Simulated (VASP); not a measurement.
# Re (Fd-3m) in VASP: further runs

Re is run at these levels: PBEsol; tasks: single point.

Program: VASP 6.6.1. These are calculated values, not measurements. Logs are shortened: lines on timing, memory, paths and dates and some standing lists are left out, and cuts for length are marked.

## 1. The cell of the first run

Symmetry: Fd-3m, No. 227, cubic system. Conventional cell: a = 4.846 Å, b = 4.846 Å, c = 4.846 Å, α = 90.00°, β = 90.00°, γ = 90.00°. Re (site symmetry -43m) has 4 Re at 2.10 Å within 2.8 Å.

## 2. Single point, PBEsol (volume scaled by 0.65)

File INCAR:

```
PREC     = Accurate       # precision mode
ENCUT    = 500            # plane-wave cutoff, eV
EDIFF    = 1E-6           # SCF threshold, eV
ISMEAR   = -1             # smearing method
SIGMA    = 0.05           # smearing width, eV
LREAL    = False          # projectors in reciprocal space
LASPH    = True           # aspherical terms in the spheres
NELM     = 120            # most SCF steps
ALGO     = Normal         # electronic algorithm
ISIF     = 2              # what is computed and relaxed
LWAVE    = False          # write WAVECAR
LCHARG   = True           # write CHGCAR
GGA      = PS             # functional
LELF     = True           # ELF
LVHAR    = True         
NBANDS   = 22             # bands
GGA_COMPAT= False
```

File KPOINTS:

```
Automatic mesh
0
Gamma
  12 12 12
```

File POSCAR:

```
Re
1.0
    0.0000000000      2.4228446921      2.4228446921
    2.4228446921      0.0000000000      2.4228446921
    2.4228446921      2.4228446921      0.0000000000
Re
2
Direct
   -0.1250000000     -0.1250000000     -0.1250000000
    0.1250000000      0.1250000000      0.1250000000
```

Potentials or basis: VASP PAW PBE potentials, release 64 (Re_sv_GW).

The run is started by

```bash
$ cat potpaw_PBE.64/Re_sv_GW/POTCAR > POTCAR
$ mpirun -np 1 vasp_std > vasp.out
```

OUTCAR:

```text
PREC = Accurate
   ENCUT = 500
   EDIFF = 1E-6
   ISMEAR = -1
   LREAL = False
   LASPH = True
   NELM = 120
   ISIF = 2
   GGA = PS

 ion  position               nearest neighbor table
   1  0.875  0.875  0.875-   2 2.10   2 2.10   2 2.10   2 2.10
   2  0.125  0.125  0.125-   1 2.10   1 2.10   1 2.10   1 2.10

  LATTYP: Found a face centered cubic cell.
 ALAT       =     4.8456893842

  Lattice vectors:

 A1 = (   0.0000000000,   2.4228446921,   2.4228446921)
 A2 = (   2.4228446921,   0.0000000000,   2.4228446921)
 A3 = (   2.4228446921,   2.4228446921,   0.0000000000)

Analysis of symmetry for initial positions (statically):
=====================================================================
 Subroutine PRICEL returns:
 Original cell was already a primitive cell.

 Routine SETGRP: Setting up the symmetry group for a
 face centered cubic supercell.

 Subroutine GETGRP returns: Found 48 space group operations
 (whereof 12 operations were pure point group operations)
 out of a pool of 48 trial point group operations.

The static configuration has the point symmetry D_3d.
 The point group associated with its full space group is O_h .

Analysis of symmetry for dynamics (positions and initial velocities):
=====================================================================
 Subroutine PRICEL returns:
 Original cell was already a primitive cell.

 Routine SETGRP: Setting up the symmetry group for a
 face centered cubic supercell.

 Subroutine GETGRP returns: Found 48 space group operations
 (whereof 12 operations were pure point group operations)
 out of a pool of 48 trial point group operations.

The dynamic configuration has the point symmetry D_3d.
 The point group associated with its full space group is O_h .

 Subroutine INISYM returns: Found 48 space group operations
 (whereof 12 operations are pure point group operations),
 and found     1 'primitive' translations

----------------------------------------------------------------------------------------

                                     Primitive cell

  volume of cell :      28.4451

  direct lattice vectors                    reciprocal lattice vectors
     0.000000000  2.422844692  2.422844692    -0.206368985  0.206368985  0.206368985
     2.422844692  0.000000000  2.422844692     0.206368985 -0.206368985  0.206368985
     2.422844692  2.422844692  0.000000000     0.206368985  0.206368985 -0.206368985

  length of vectors
     3.426419823  3.426419823  3.426419823     0.357441567  0.357441567  0.357441567

  position of ions in fractional coordinates (direct lattice)
     0.875000000  0.875000000  0.875000000
     0.125000000  0.125000000  0.125000000

  ion indices of the primitive-cell ions
   primitive index   ion index
                 1           1
                 2           2

----------------------------------------------------------------------------------------

 KPOINTS: Automatic mesh

Automatic generation of k-mesh.
 Grid dimensions read from file:
 generate k-points for:   12   12   12

 Generating k-lattice:

  Cartesian coordinates                     Fractional coordinates (reciprocal lattice)
    -0.017197415  0.017197415  0.017197415     0.083333333  0.000000000  0.000000000
     0.017197415 -0.017197415  0.017197415     0.000000000  0.083333333  0.000000000
     0.017197415  0.017197415 -0.017197415     0.000000000  0.000000000  0.083333333

  Length of vectors
     0.029786797  0.029786797  0.029786797

  Shift w.r.t. Gamma in fractional coordinates (k-lattice)
     0.000000000  0.000000000  0.000000000

 Subroutine IBZKPT returns following result:
 ===========================================

 Found     72 irreducible k-points:

 Following reciprocal coordinates:
            Coordinates               Weight
  0.000000  0.000000  0.000000      1.000000
  0.083333  0.000000  0.000000      8.000000
  0.166667  0.000000  0.000000      8.000000
  0.250000  0.000000  0.000000      8.000000
  0.333333  0.000000  0.000000      8.000000
  0.416667  0.000000  0.000000      8.000000
[... 16 lines left out ...]
  0.500000  0.166667  0.000000     24.000000
 -0.416667  0.166667  0.000000     24.000000
 [... further k-points ...]
   k-points           NKPTS =     72   k-points in BZ     NKDIM =     72   number of bands    NBANDS=     22
   number of dos      NEDOS =    301   number of ions     NIONS =      2
   total plane-waves  NPLWV =  21952
   dimension x,y,z NGX =    28 NGY =   28 NGZ =   28
   dimension x,y,z NGXF=    56 NGYF=   56 NGZF=   56
   ions per type =               2
   NGX,Y,Z   is equivalent  to a cutoff of  13.59, 13.59, 13.59 a.u.
   NGXF,Y,Z  is equivalent  to a cutoff of  27.17, 27.17, 27.17 a.u.
 SYSTEM =  unknown system
   PREC   = accura    normal or accurate (medium, high low for compatibility)
   ISTART =      0    job   : 0-new  1-cont  2-samecut
   ICHARG =      2    charge: 1-file 2-atom 10-const
   ISPIN  =      1    spin polarized calculation?
   LNONCOLLINEAR =      F non collinear calculations
   LSORBIT =      F    spin-orbit coupling
   LASPH  =      T    aspherical Exc in radial PAW
   ENCUT  =  500.0 eV  36.75 Ry    6.06 a.u.   6.25  6.25  6.25*2*pi/ulx,y,z
   NELM   =    120;   NELMIN=  2; NELMDL= -5     # of ELM steps
   EDIFF  = 0.1E-05   stopping-criterion for ELM
   LREAL  =      F    real-space projection
   EDIFFG = 0.1E-04   stopping-criterion for IOM
   NSW    =      0    number of steps for IOM
   IBRION =     -1    ionic relax: 0-MD 1-quasi-New 2-CG
   NFREE  =      0    steps in history (QN), initial steepest desc. (CG)
   ISIF   =      2    stress and relaxation
   ISYM   =      2    0-nonsym 1-usesym 2-fastsym
   POTIM  = 0.5000    time-step for ionic-motion
   TEBEG  =    0.0;   TEEND  =   0.0 temperature during run
   PSTRESS=    0.0 pullay stress
   NELECT =      30.0000    total number of electrons
   NUPDOWN=      -1.0000    fix difference up-down
   EMIN   =  10.00;   EMAX   =-10.00  energy-range for DOS
   EFERMI =   0.00;   METHOD = LEGACY
   ISMEAR =    -1;   SIGMA  =   0.05  broadening in eV -4-tet -1-fermi 0-gaus
   EFERMI_NEDOS =   21; number of points for ismear=-14 and -15
   IALGO  =     38    algorithm
   IMIX   =      4    mixing-type and parameters
     AMIX     =   0.40;   BMIX     =  1.00
     AMIX_MAG =   1.60;   BMIX_MAG =  1.00
  volume/ion in A,a.u.               =      14.22        95.98
  Fermi-wavevector in a.u.,A,eV,Ry     =   1.666402  3.149042 37.781941  2.776894
  Thomas-Fermi vector in A             =   2.752604
   LORBIT       =      0    0 simple, 1 ext, 2 COOP (PROOUT), +10 PAW based schemes
   GGA     = PS    functional components
   LHFCALC =     F    Hartree Fock is set to
   AEXX    =    0.0000 exact exchange contribution
   IVDW    =     0    specifies the selected vdW correction
   LEPSILON=     F    determine dielectric tensor
   LRPA    =     F    only Hartree local field effects (RPA)
 non-spin polarized calculation
  energy-cutoff  :      500.00
  volume of cell :       28.45
 maximum number of plane-waves:       745
 NGX is ok and might be reduce to    28
   NGX = 13   NGY = 13   NGZ = 13

 number of electron      30.0000003 magnetization

 Free energy of the ion-electron system (eV)
  ---------------------------------------------------
  ext. energy  EPLUGINS =         0.00000000
  ---------------------------------------------------
  free energy    TOTEN  =       -19.80963757 eV

  energy without entropy =      -19.80416703  energy(sigma->0) =      -19.80690230

 E-fermi :  13.4553     XC(G=0): -14.0460

 val. band max:       13.4318421131   @ k =  -0.3333   0.2500   0.0000
 cond. band min:      13.5725396728   @ k =  -0.1667   0.1667   0.0000
 fundamental gap:      0.1406975597
 Fermi energy:        13.4553321049

 k-point     1 :       0.0000    0.0000    0.0000
  band No.  band energies     occupation
      1     -66.9258      2.00000
      2     -65.2232      2.00000
      3     -29.8712      2.00000
      4     -29.8712      2.00000
      5     -29.8712      2.00000
      6     -26.9268      2.00000
[... 14 lines left out ...]
     21      27.3520      0.00000
     22      27.3520      0.00000

 k-point     2 :       0.0833    0.0000    0.0000
  band No.  band energies     occupation
      1     -66.9059      2.00000
      2     -65.2466      2.00000
      3     -29.8986      2.00000
      4     -29.8986      2.00000
      5     -29.8708      2.00000
      6     -26.9210      2.00000
[... 14 lines left out ...]
     21      27.4494      0.00000
     22      27.4494      0.00000

 k-point     3 :       0.1667    0.0000    0.0000
  band No.  band energies     occupation
      1     -66.8477      2.00000
      2     -65.3135      2.00000
      3     -29.9701      2.00000
      4     -29.9701      2.00000
      5     -29.8718      2.00000
      6     -26.8989      2.00000
[... 14 lines left out ...]
     21      27.7672      0.00000
     22      27.7672      0.00000

 k-point     4 :       0.2500    0.0000    0.0000
  band No.  band energies     occupation
      1     -66.7591      2.00000
      2     -65.4147      2.00000
      3     -30.0626      2.00000
      4     -30.0626      2.00000
      5     -29.8806      2.00000
      6     -26.8640      2.00000
[... 14 lines left out ...]
     21      26.3150      0.00000
     22      28.3332      0.00000

 k-point     5 :       0.3333    0.0000    0.0000
  band No.  band energies     occupation
      1     -66.6555      2.00000
      2     -65.5315      2.00000
      3     -30.1500      2.00000
      4     -30.1500      2.00000
      5     -29.8922      2.00000
      6     -26.8242      2.00000
[... 417 lines left out ...]
 k-point    22 :       0.4167    0.1667    0.0000
  band No.  band energies     occupation
      1     -66.5504      2.00000
      2     -65.6460      2.00000
      3     -30.4156      2.00000
      4     -30.3162      2.00000
      5     -29.4478      2.00000
      6     -27.2845      2.00000
[... 14 lines left out ...]
     21      25.8912      0.00000
     22      26.8184      0.00000

 k-point    23 :       0.5000    0.1667    0.0000
  band No.  band energies     occupation
      1     -66.4690      2.00000
      2     -65.7339      2.00000
      3     -30.4965      2.00000
      4     -30.3287      2.00000
      5     -29.4261      2.00000
      6     -27.2776      2.00000
[... 14 lines left out ...]
     21      26.0251      0.00000
     22      26.8120      0.00000

 k-point    24 :      -0.4167    0.1667    0.0000
  band No.  band energies     occupation
      1     -66.4571      2.00000
      2     -65.7466      2.00000
      3     -30.5270      2.00000
      4     -30.2987      2.00000
      5     -29.4441      2.00000
      6     -27.2459      2.00000
[... 14 lines left out ...]
     21      25.8848      0.00000
     22      27.3164      0.00000

 [... further k-points ...]
[... 5 lines left out ...]
  --------------------------------------------------------------------------------------
  -------------------------------------------------------------------------------------
  Total       35.4177468     35.4177468     35.4177468      0.0000000      0.0000000      0.0000000
  in kB     1994.9167971   1994.9167971   1994.9167971      0.0000000      0.0000000      0.0000000
  external PRESSURE =    1994.9167971 kB  Pullay stress =       0.0000000 kB

 VOLUME and BASIS-vectors are now :
 -----------------------------------------------------------------------------
  energy-cutoff  :      500.00
  volume of cell :       28.45
      direct lattice vectors                 reciprocal lattice vectors
     0.000000000  2.422844692  2.422844692    -0.206368985  0.206368985  0.206368985
     2.422844692  0.000000000  2.422844692     0.206368985 -0.206368985  0.206368985
     2.422844692  2.422844692  0.000000000     0.206368985  0.206368985 -0.206368985

 POSITION                                       TOTAL-FORCE (eV/Angst)
 -----------------------------------------------------------------------------------
      4.23998      4.23998      4.23998        -0.000000      0.000000     -0.000000
      0.60571      0.60571      0.60571         0.000000     -0.000000      0.000000
 -----------------------------------------------------------------------------------
    total drift:                                0.000000     -0.000000     -0.000000

  FREE ENERGIE OF THE ION-ELECTRON SYSTEM (eV)
  ---------------------------------------------------
  free  energy   TOTEN  =       -19.8096375691 eV

  energy  without entropy=      -19.8041670321  energy(sigma->0) =      -19.80690230
```

Run time: 28 s. Hardware: 1 thread of Intel Xeon 6975P-C (Granite Rapids), shared host; peak memory 0.18 GiB.

Results:

- Free energy: -19.8096 eV
- Pressure: 199.5 GPa
- Band gap on the k mesh: zero (band 15 reaches 14.59 eV, above the bottom of band 16 at 12.39 eV)

Levels at points of the mesh, in eV from the Fermi level:
```tsv
k point	band 12	band 13	band 14	band 15	band 16	band 17	band 18	band 19
(0.00, 0.00, 0.00)	-3.39	-3.39	-3.39	1.14	1.14	1.14	7.27	7.27
(0.50, 0.00, 0.00)	-5.27	-4.37	-4.37	-0.39	3.14	3.14	5.48	5.48
(0.50, 0.50, 0.00)	-4.35	-1.00	-1.00	-0.97	-0.97	5.91	5.91	6.68
```

Caveat: the PAW data sets were made with another functional, which shifts forces and pressure a little; spin-orbit coupling is left out, which moves the levels of the heavy elements.

## 3. Single point, PBEsol (volume scaled by 0.75)

File INCAR:

```
PREC = Accurate
ENCUT = 500
EDIFF = 1E-6
ISMEAR = -1
SIGMA = 0.05
LREAL = F
LASPH = T
NELM = 120
ALGO = Normal
ISIF = 2
LWAVE = F
LCHARG = T
GGA = PS
LELF = T
LVHAR = T
NBANDS = 22
GGA_COMPAT = F
```

KPOINTS is that of step 2.

File POSCAR:

```
Re
1.0
    0.0000000000      2.5412157891      2.5412157891
    2.5412157891      0.0000000000      2.5412157891
    2.5412157891      2.5412157891      0.0000000000
Re
2
Direct
   -0.1250000000     -0.1250000000     -0.1250000000
    0.1250000000      0.1250000000      0.1250000000
```

Potentials or basis: VASP PAW PBE potentials, release 64 (Re_sv_GW).

The run is started by

```bash
$ cat potpaw_PBE.64/Re_sv_GW/POTCAR > POTCAR
$ mpirun -np 1 vasp_std > vasp.out
```

OUTCAR:

```text
PREC = Accurate
   ENCUT = 500
   EDIFF = 1E-6
   ISMEAR = -1
   LREAL = F
   LASPH = T
   NELM = 120
   ISIF = 2
   GGA = PS

 ion  position               nearest neighbor table
   1  0.875  0.875  0.875-   2 2.20   2 2.20   2 2.20   2 2.20
   2  0.125  0.125  0.125-   1 2.20   1 2.20   1 2.20   1 2.20

  LATTYP: Found a face centered cubic cell.
 ALAT       =     5.0824315782

  Lattice vectors:

[... 188 lines left out ...]
  band No.  band energies     occupation
      1     -68.8792      2.00000
      2     -67.8278      2.00000
      3     -31.5525      2.00000
      4     -31.5525      2.00000
      5     -31.5525      2.00000
      6     -29.4279      2.00000
[... 589 lines left out ...]
     21      21.8242      0.00000
     22      23.2215      0.00000

 [... further k-points ...]
[... 5 lines left out ...]
  --------------------------------------------------------------------------------------
  -------------------------------------------------------------------------------------
  Total       20.0418881     20.0418881     20.0418881     -0.0000000      0.0000000     -0.0000000
  in kB      978.3507557    978.3507557    978.3507557     -0.0000000      0.0000000     -0.0000000
  external PRESSURE =     978.3507557 kB  Pullay stress =       0.0000000 kB

 VOLUME and BASIS-vectors are now :
 -----------------------------------------------------------------------------
  energy-cutoff  :      500.00
  volume of cell :       32.82
      direct lattice vectors                 reciprocal lattice vectors
     0.000000000  2.541215789  2.541215789    -0.196756215  0.196756215  0.196756215
     2.541215789  0.000000000  2.541215789     0.196756215 -0.196756215  0.196756215
     2.541215789  2.541215789  0.000000000     0.196756215  0.196756215 -0.196756215

 POSITION                                       TOTAL-FORCE (eV/Angst)
 -----------------------------------------------------------------------------------
      4.44713      4.44713      4.44713        -0.000000     -0.000000     -0.000000
      0.63530      0.63530      0.63530         0.000000      0.000000      0.000000
 -----------------------------------------------------------------------------------
    total drift:                                0.000000     -0.000000     -0.000000

  FREE ENERGIE OF THE ION-ELECTRON SYSTEM (eV)
  ---------------------------------------------------
  free  energy   TOTEN  =       -23.8056985975 eV

  energy  without entropy=      -23.7949116460  energy(sigma->0) =      -23.80030512
```

It took 36 s on 1 thread of Intel Xeon 6975P-C (Granite Rapids), shared host; peak memory 0.18 GiB.

Results:

- Free energy: -23.8057 eV
- Pressure: 97.8 GPa
- Band gap on the k mesh: zero (band 15 reaches 11.92 eV, above the bottom of band 16 at 9.98 eV)

Levels at points of the mesh, in eV from the Fermi level:
| k point | band 11 | band 12 | band 13 | band 14 | band 15 | band 16 | band 17 | band 18 | band 19 | band 20 |
| --- | --- | --- | --- | --- | --- | --- | --- | --- | --- | --- |
| (0.00, 0.00, 0.00) | -4.86 | -3.00 | -3.00 | -3.00 | 0.88 | 0.88 | 0.88 | 6.13 | 6.13 | 11.84 |
| (0.50, 0.00, 0.00) | -4.41 | -4.41 | -3.65 | -3.65 | -0.70 | 2.55 | 2.55 | 4.67 | 4.67 | 5.22 |
| (0.50, 0.50, 0.00) | -3.61 | -3.61 | -1.52 | -1.52 | -0.57 | -0.57 | 5.12 | 5.12 | 5.86 | 5.86 |

Caveat: the PAW data sets were made with another functional, which shifts forces and pressure a little; spin-orbit coupling is left out, which moves the levels of the heavy elements.

## 4. Single point, PBEsol (volume scaled by 0.95)

File INCAR:

```
SYSTEM = Re
PREC = Accurate
ENCUT = 500
EDIFF = 1E-6
ISMEAR = -1
SIGMA = 0.05
LREAL = .FALSE.
LASPH = .TRUE.
NELM = 120
ALGO = Normal
ISIF = 2
LWAVE = .FALSE.
LCHARG = .FALSE.
GGA = PS
NBANDS = 22
GGA_COMPAT = .FALSE.
```

File KPOINTS:

```
regular mesh
0
G
  12 12 12
  0 0 0
```

File POSCAR:

```
Re
1.0
    0.0000000000      2.7495544572      2.7495544572
    2.7495544572      0.0000000000      2.7495544572
    2.7495544572      2.7495544572      0.0000000000
Re
2
Direct
   -0.1250000000     -0.1250000000     -0.1250000000
    0.1250000000      0.1250000000      0.1250000000
```

The run is started by

```bash
$ cat potpaw_PBE.64/Re_sv_GW/POTCAR > POTCAR
$ mpirun -np 1 vasp_std > vasp.out
```

Run time: 35 s. Hardware: 1 thread of Intel Xeon Platinum 8488C (Sapphire Rapids), shared host; peak memory 0.19 GiB.

Results (log left out):

| Quantity | Value |
| --- | --- |
| Free energy | -26.4123 eV |
| Pressure | 8.9 GPa |
| Band gap on the k mesh | zero (band 15 reaches 8.32 eV, above the bottom of band 16 at 6.76 eV) |

Levels at points of the mesh, in eV from the Fermi level:
```tsv
k point	band 12	band 13	band 14	band 15	band 16	band 17	band 18	band 19
(0.00, 0.00, 0.00)	-2.39	-2.39	-2.39	0.71	0.71	0.71	4.58	4.58
(0.50, 0.00, 0.00)	-3.04	-2.68	-2.68	-0.90	1.89	1.89	3.60	3.60
(0.50, 0.50, 0.00)	-2.62	-1.90	-1.90	-0.09	-0.09	4.00	4.00	4.88
```

Caveat: the PAW data sets were made with another functional, which shifts forces and pressure a little; spin-orbit coupling is left out, which moves the levels of the heavy elements.

## 5. The runs side by side

```tsv
cell	gap on the mesh (eV)	pressure (GPa)
a = 3.426 Å, angles 60.0°, 2 atoms	none	199.5
a = 3.594 Å, angles 60.0°, 2 atoms	none	97.8
a = 3.888 Å, angles 60.0°, 2 atoms	none	8.9
```

Alike in all rows: task single point; level PBEsol; potentials or basis VASP PAW PBE potentials, release 64 (Re_sv_GW); no spin polarisation; k mesh 12 × 12 × 12; cutoff (eV) 500; smearing fermi-dirac 0.05 eV.

Caveats: the PAW data sets were made with another functional, which shifts forces and pressure a little; spin-orbit coupling is left out, which moves the levels of the heavy elements.

Total energies depend on the potentials used, so only differences within one code and one set of settings carry meaning.
